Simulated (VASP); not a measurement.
# Pt (P-1) in VASP: relaxation of the atoms with PBEsol

Aim: the relaxation of the atoms of Pt with PBEsol.

All numbers are computed with VASP 6.6.1; they aren't measurements. Logs are shortened: lines on timing, memory, paths and dates and some standing lists are left out, and cuts for length are marked.

### Step 1. The cell of the first run

The typed cell holds 1 atom: a = 2.754 Å, b = 2.801 Å, c = 2.756 Å, α = 59.60°, β = 60.16°, γ = 60.29°.

### Step 2. Relaxation of the atoms, PBEsol

Contents of INCAR:

```
SYSTEM = Pt
PREC = Accurate
ENCUT = 520
EDIFF = 1E-6
ISMEAR = 0
SIGMA = 0.15
LREAL = .False.
LASPH = .True.
NELM = 60
ALGO = Fast
ISIF = 2
LWAVE = .False.
LCHARG = .False.
GGA = PS
IBRION = 2
NSW = 100
EDIFFG = -0.01
```

Contents of KPOINTS:

```
regular mesh
0
Gamma
  14 14 14
  0 0 0
```

Contents of POSCAR:

```
Pt
1.0
    0.0020965427      1.9412280881      1.9530593075
    1.9909636168     -0.0145952994      1.9697511496
    1.9653643853      1.9323206987      0.0110039322
Pt
1
Direct
    0.0000000000      0.0000000000      0.0000000000
```

Potentials or basis: VASP PAW PBE potentials, release 64 (Pt).

The run is started by

```
$ cat potpaw_PBE.64/Pt/POTCAR > POTCAR
$ mpirun -np 1 vasp_std > vasp.out
```

OUTCAR:

```text
SYSTEM = Pt
   PREC = Accurate
   ENCUT = 520
   EDIFF = 1E-6
   ISMEAR = 0
   LREAL = .False.
   LASPH = .True.
   NELM = 60
   ISIF = 2
   GGA = PS
   IBRION = 2
   NSW = 100
   EDIFFG = -0.01

 ion  position               nearest neighbor table
   1  0.000  0.000  0.000-

  LATTYP: Found a triclinic cell.
 ALAT       =     4.8033992739
 B/A-ratio  =     0.5732795411
 C/A-ratio  =     0.8232499670
 COS(alpha) =     0.0015389231
 COS(beta)  =     0.4182454323
 COS(gamma) =     0.8622990048

  Lattice vectors:

 A1 = (  -1.9930601595,  -1.9266327887,  -3.9228104571)
 A2 = (  -0.0020965427,  -1.9412280881,  -1.9530593075)
 A3 = (  -3.9542314594,   0.0235026888,  -0.0276957743)

Analysis of symmetry for initial positions (statically):
=====================================================================
 Subroutine PRICEL returns:
 Original cell was already a primitive cell.

 Routine SETGRP: Setting up the symmetry group for a
 triclinic supercell.

 Subroutine GETGRP returns: Found  2 space group operations
 (whereof  2 operations were pure point group operations)
 out of a pool of  2 trial point group operations.

The static configuration has the point symmetry S_2 .

Analysis of symmetry for dynamics (positions and initial velocities):
=====================================================================
 Subroutine PRICEL returns:
 Original cell was already a primitive cell.

 Routine SETGRP: Setting up the symmetry group for a
 triclinic supercell.

 Subroutine GETGRP returns: Found  2 space group operations
 (whereof  2 operations were pure point group operations)
 out of a pool of  2 trial point group operations.

The dynamic configuration has the point symmetry S_2 .

 Subroutine INISYM returns: Found  2 space group operations
 (whereof  2 operations are pure point group operations),
 and found     1 'primitive' translations

----------------------------------------------------------------------------------------

                                     Primitive cell

  volume of cell :      15.0343

  direct lattice vectors                    reciprocal lattice vectors
     0.002096543  1.941228088  1.953059308    -0.253177491  0.256038865  0.257801163
     1.990963617 -0.014595299  1.969751150     0.249600626 -0.255312514  0.253497947
     1.965364385  1.932320699  0.011003932     0.256229855  0.258364878 -0.257074812

  length of vectors
     2.753690532  2.800726466  2.756200562     0.442850067  0.437888298  0.445526215

  position of ions in fractional coordinates (direct lattice)
     0.000000000  0.000000000  0.000000000

  ion indices of the primitive-cell ions
   primitive index   ion index
                 1           1

----------------------------------------------------------------------------------------

 KPOINTS: regular mesh

Automatic generation of k-mesh.
 Grid dimensions read from file:
 generate k-points for:   14   14   14

 Generating k-lattice:

  Cartesian coordinates                     Fractional coordinates (reciprocal lattice)
    -0.018084107  0.018288490  0.018414369     0.071428571 -0.000000000  0.000000000
     0.017828616 -0.018236608  0.018106996     0.000000000  0.071428571  0.000000000
     0.018302133  0.018454634 -0.018362487     0.000000000  0.000000000  0.071428571

  Length of vectors
     0.031632148  0.031277736  0.031823301

  Shift w.r.t. Gamma in fractional coordinates (k-lattice)
     0.000000000  0.000000000  0.000000000

 Subroutine IBZKPT returns following result:
 ===========================================

 Found   1376 irreducible k-points:

 Following reciprocal coordinates:
            Coordinates               Weight
  0.000000  0.000000  0.000000      1.000000
  0.071429  0.000000 -0.000000      2.000000
  0.142857  0.000000 -0.000000      2.000000
  0.214286  0.000000 -0.000000      2.000000
  0.285714  0.000000 -0.000000      2.000000
  0.357143  0.000000 -0.000000      2.000000
[... 16 lines left out ...]
  0.000000  0.142857  0.000000      2.000000
  0.071429  0.142857 -0.000000      2.000000
 [... further k-points ...]
   k-points           NKPTS =   1376   k-points in BZ     NKDIM =   1376   number of bands    NBANDS=      9
   number of dos      NEDOS =    301   number of ions     NIONS =      1
   total plane-waves  NPLWV =   9600
   dimension x,y,z NGX =    20 NGY =   24 NGZ =   20
   dimension x,y,z NGXF=    40 NGYF=   48 NGZF=   40
   ions per type =               1
   NGX,Y,Z   is equivalent  to a cutoff of  12.07, 14.25, 12.06 a.u.
   NGXF,Y,Z  is equivalent  to a cutoff of  24.15, 28.49, 24.13 a.u.
 SYSTEM =  Pt
   PREC   = accura    normal or accurate (medium, high low for compatibility)
   ISTART =      0    job   : 0-new  1-cont  2-samecut
   ICHARG =      2    charge: 1-file 2-atom 10-const
   ISPIN  =      1    spin polarized calculation?
   LNONCOLLINEAR =      F non collinear calculations
   LSORBIT =      F    spin-orbit coupling
   LASPH  =      T    aspherical Exc in radial PAW
   ENCUT  =  520.0 eV  38.22 Ry    6.18 a.u.   5.12  5.21  5.12*2*pi/ulx,y,z
   NELM   =     60;   NELMIN=  2; NELMDL= -5     # of ELM steps
   EDIFF  = 0.1E-05   stopping-criterion for ELM
   LREAL  =      F    real-space projection
   EDIFFG = -.1E-01   stopping-criterion for IOM
   NSW    =    100    number of steps for IOM
   IBRION =      2    ionic relax: 0-MD 1-quasi-New 2-CG
   NFREE  =      1    steps in history (QN), initial steepest desc. (CG)
   ISIF   =      2    stress and relaxation
   ISYM   =      2    0-nonsym 1-usesym 2-fastsym
   POTIM  = 0.5000    time-step for ionic-motion
   TEBEG  =    0.0;   TEEND  =   0.0 temperature during run
   PSTRESS=    0.0 pullay stress
   NELECT =      10.0000    total number of electrons
   NUPDOWN=      -1.0000    fix difference up-down
   EMIN   =  10.00;   EMAX   =-10.00  energy-range for DOS
   EFERMI =   0.00;   METHOD = LEGACY
   ISMEAR =     0;   SIGMA  =   0.15  broadening in eV -4-tet -1-fermi 0-gaus
   EFERMI_NEDOS =   21; number of points for ismear=-14 and -15
   IALGO  =     68    algorithm
   IMIX   =      4    mixing-type and parameters
     AMIX     =   0.40;   BMIX     =  1.00
     AMIX_MAG =   1.60;   BMIX_MAG =  1.00
  volume/ion in A,a.u.               =      15.03       101.46
  Fermi-wavevector in a.u.,A,eV,Ry     =   1.429048  2.700510 27.785531  2.042179
  Thomas-Fermi vector in A             =   2.549044
   LORBIT       =      0    0 simple, 1 ext, 2 COOP (PROOUT), +10 PAW based schemes
   GGA     = PS    functional components
   LHFCALC =     F    Hartree Fock is set to
   AEXX    =    0.0000 exact exchange contribution
   IVDW    =     0    specifies the selected vdW correction
   LEPSILON=     F    determine dielectric tensor
   LRPA    =     F    only Hartree local field effects (RPA)
 conjugate gradient relaxation of ions
 non-spin polarized calculation
 RMM-DIIS sequential band-by-band and
 Gauss-broadening in eV      SIGMA  =   0.15
  energy-cutoff  :      520.00
  volume of cell :       15.03
 maximum number of plane-waves:       417
   NGX = 11   NGY = 11   NGZ = 11

 number of electron      10.0000001 magnetization

 Free energy of the ion-electron system (eV)
  ---------------------------------------------------
  ext. energy  EPLUGINS =         0.00000000
  ---------------------------------------------------
  free energy    TOTEN  =        -6.97841389 eV

  energy without entropy =       -6.95953527  energy(sigma->0) =       -6.96897458

 E-fermi :  11.1457     XC(G=0): -13.6459

 val. band max:       11.1457389461   @ k =  -0.0714   0.0714   0.5000
 cond. band min:      11.1467368011   @ k =  -0.2143  -0.2857   0.2857
 fundamental gap:      0.0009978550
 Fermi energy:        11.1457420379

 k-point     1 :       0.0000    0.0000    0.0000
  band No.  band energies     occupation
      1       0.8249      2.00000
      2       7.1609      2.00000
      3       7.3842      2.00000
      4       7.4427      2.00000
      5       9.4225      2.00000
      6       9.6318      2.00000
      7      25.7687      0.00000
      8      30.3288      0.00000
      9      30.9070      0.00000

 k-point     2 :       0.0714    0.0000   -0.0000
  band No.  band energies     occupation
      1       1.0314      2.00000
      2       7.1887      2.00000
      3       7.3428      2.00000
      4       7.5295      2.00000
      5       9.3801      2.00000
      6       9.5793      2.00000
      7      26.0919      0.00000
      8      29.7278      0.00000
      9      30.7885      0.00000

 k-point     3 :       0.1429    0.0000   -0.0000
  band No.  band energies     occupation
      1       1.6189      2.00000
      2       7.0344      2.00000
      3       7.4628      2.00000
      4       7.7412      2.00000
      5       9.3241      2.00000
      6       9.4878      2.00000
      7      26.9041      0.00000
      8      27.7938      0.00000
      9      31.6844      0.00000

 k-point     4 :       0.2143    0.0000   -0.0000
  band No.  band energies     occupation
      1       2.4617      2.00000
      2       6.9052      2.00000
      3       7.5658      2.00000
      4       7.8940      2.00000
      5       9.4586      2.00000
      6       9.5589      2.00000
      7      25.6360      0.00000
      8      27.5848      0.00000
      9      32.9942      0.00000

 k-point     5 :       0.2857    0.0000   -0.0000
  band No.  band energies     occupation
      1       3.2599      2.00000
      2       7.2003      2.00000
      3       7.4814      2.00000
      4       7.8282      2.00000
      5       9.8999      2.00000
      6       9.9637      2.00000
      7      23.2406      0.00000
      8      27.1875      0.00000
      9      33.4600      0.00000

 k-point     6 :       0.3571    0.0000   -0.0000
  band No.  band energies     occupation
      1       3.6677      2.00000
      2       7.3004      2.00000
      3       7.6513      2.00000
      4       8.2481      2.00000
      5      10.4720      2.00000
      6      10.5631      2.00000
      7      20.6163      0.00000
      8      26.2245      0.00000
      9      31.6939      0.00000
[... 169 lines left out ...]
 k-point    21 :      -0.1429    0.0714    0.0000
  band No.  band energies     occupation
      1       2.0390      2.00000
      2       6.8077      2.00000
      3       7.6362      2.00000
      4       7.8685      2.00000
      5       9.0905      2.00000
      6       9.7524      2.00000
      7      27.0868      0.00000
      8      27.3698      0.00000
      9      31.1136      0.00000

 k-point    22 :      -0.0714    0.0714    0.0000
  band No.  band energies     occupation
      1       1.3550      2.00000
      2       6.9908      2.00000
      3       7.5365      2.00000
      4       7.6241      2.00000
      5       9.2565      2.00000
      6       9.6265      2.00000
      7      26.5486      0.00000
      8      28.6661      0.00000
      9      30.8625      0.00000

 k-point    23 :       0.0000    0.1429    0.0000
  band No.  band energies     occupation
      1       1.5932      2.00000
      2       6.9393      2.00000
      3       7.6058      2.00000
      4       7.6364      2.00000
      5       9.3728      2.00000
      6       9.5350      2.00000
      7      26.7850      0.00000
      8      27.5973      0.00000
      9      32.0651      0.00000

 k-point    24 :       0.0714    0.1429   -0.0000
  band No.  band energies     occupation
      1       1.5507      2.00000
      2       6.9019      2.00000
      3       7.5968      2.00000
      4       7.7233      2.00000
      5       9.1543      2.00000
      6       9.6715      2.00000
      7      26.8246      0.00000
      8      28.3775      0.00000
      9      31.4172      0.00000

 [... further k-points ...]

------------------------ aborting loop because EDIFF is reached ----------------------------------------

  FORCE on cell =-STRESS in cart. coord.  units (eV):
  Direction    XX          YY          ZZ          XY          YZ          ZX
  --------------------------------------------------------------------------------------
  -------------------------------------------------------------------------------------
  Total       -0.1163104      0.0493111     -0.0036928      0.0935914      0.0288957     -0.0953705
  in kB      -12.3949643      5.2549829     -0.3935305      9.9738520      3.0793596    -10.1634415
  external PRESSURE =      -2.5111706 kB  Pullay stress =       0.0000000 kB

 VOLUME and BASIS-vectors are now :
 -----------------------------------------------------------------------------
  energy-cutoff  :      520.00
  volume of cell :       15.03
      direct lattice vectors                 reciprocal lattice vectors
     0.002096543  1.941228088  1.953059308    -0.253177491  0.256038865  0.257801163
     1.990963617 -0.014595299  1.969751150     0.249600626 -0.255312514  0.253497947
     1.965364385  1.932320699  0.011003932     0.256229855  0.258364878 -0.257074812

 POSITION                                       TOTAL-FORCE (eV/Angst)
 -----------------------------------------------------------------------------------
      0.00000      0.00000      0.00000         0.000000      0.000000     -0.000000
 -----------------------------------------------------------------------------------
    total drift:                               -0.000000     -0.000000     -0.000000

  FREE ENERGIE OF THE ION-ELECTRON SYSTEM (eV)
  ---------------------------------------------------
  free  energy   TOTEN  =        -6.9784138914 eV

  energy  without entropy=       -6.9595352706  energy(sigma->0) =       -6.96897458

 reached required accuracy - stopping structural energy minimisation
```

Run time: 3.8 min. Hardware: 1 thread of Oxide Virtual Turin-like, shared host; peak memory 0.27 GiB.

Results:

```
Free energy             : -6.9784 eV
Pressure after relaxing : -0.3 GPa
Band gap on the k mesh  : zero (bands 5 and 6 overlap by 2.27 eV)
```

Final structure:
```
Pt
1.0
     0.00210    1.94123    1.95306
     1.99096   -0.01460    1.96975
     1.96536    1.93232    0.01100
Pt
1
Direct
  0.00000 0.00000 0.00000
```

Caveat: the PAW data sets were made with another functional, which shifts forces and pressure a little; spin-orbit coupling is left out, which moves the levels of the heavy elements.
